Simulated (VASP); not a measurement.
Set up this calculation in VASP 6.6.1, as the native input.

| Property | Result |
| --- | --- |
| Task | single point |
| Functional | PBE |
| Potentials or basis | VASP PAW PBE potentials, release 64 (Ti_sv, Ge_d, Mo_sv) |
| Cutoff | 520 eV |
| k mesh | 12 × 12 × 6 |
| Occupations | gaussian, width 0.1 eV |
| Spin | no spin polarisation |
| Dipole correction | no |
| Further INCAR settings | ALGO = Normal; EDIFF = 1e-06; NBANDS = 50 |

The structure of TiGe4Mo lies in POSCAR:

```
TiGe4Mo
1.0
    3.2698913258      0.0000000000      0.0000000000
    0.0000000000      3.2698913258      0.0000000000
    0.0000000000      0.0000000000      8.3271367477
Ti Ge Mo
1 4 1
Direct
    0.5000000000      0.5000000000      0.5000000000
    0.0000000000      0.0000000000      0.6662880555
    0.5000000000      0.5000000000      0.1619553420
    0.0000000000      0.0000000000      0.3337119445
    0.5000000000      0.5000000000      0.8380446580
    0.0000000000      0.0000000000      0.0000000000
```

This cell differs from its parent crystal: volume scaled by 0.94, then relaxed in part.

The input as run:

INCAR

```
PREC = Accurate ; ENCUT = 520
EDIFF = 1E-6 ; ISMEAR = 0
SIGMA = 0.1 ; LREAL = False
LASPH = True ; NELM = 80
ALGO = Normal ; ISIF = 2
LWAVE = False ; LCHARG = False
GGA = PE ; NBANDS = 50
```

KPOINTS

```
Automatic mesh
0
Gamma
  12 12 6
```

Potentials or basis: VASP PAW PBE potentials, release 64 (Ti_sv, Ge_d, Mo_sv).

Command:

```bash
$ cat potpaw_PBE.64/Ti_sv/POTCAR potpaw_PBE.64/Ge_d/POTCAR potpaw_PBE.64/Mo_sv/POTCAR > POTCAR
$ mpirun -np 1 vasp_std > vasp.out
```

Results of the run:

```
Pressure               : 9.7 GPa
Largest force          : 0.012 eV/Å
Band gap on the k mesh : zero (band 41 reaches 10.59 eV, above the bottom of band 42 at 8.73 eV)
```

It took 12 min on 1 thread of Oxide Virtual Turin-like Processor (shared host), peak memory 0.46 GiB.
